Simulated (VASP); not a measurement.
The system is SnSe.

```
Sn Se
1.0
     0.00000    3.02993    3.02993
     3.02993    0.00000    3.02993
     3.02993    3.02993    0.00000
Sn Se
1 1
Cartesian
  0.0000 0.0000 0.0000
  3.0299 3.0299 3.0299
```

Base run:

* Program: VASP 6.6.1
* Functional: r2SCAN
* Potentials or basis: VASP PAW PBE potentials, release 64 (Sn_d, Se)
* Cutoff: 520 eV
* k mesh: 8 × 8 × 8
* Occupations: fermi-dirac, width 0.05 eV
* Spin: no spin polarisation

Its results: band gap on the k mesh 0.37 eV, direct; pressure -1.1 GPa.

Task: The run is repeated on the same cell with these changes: functional from r2SCAN to PBEsol. What comes out?

Result: Band gap on the k mesh 0.57 eV, direct; pressure -2.8 GPa.

Caveats: the PAW data sets were made with another functional, which shifts forces and pressure a little; spin-orbit coupling is left out, which moves the levels of the heavy elements.

A k mesh can miss the band edges.
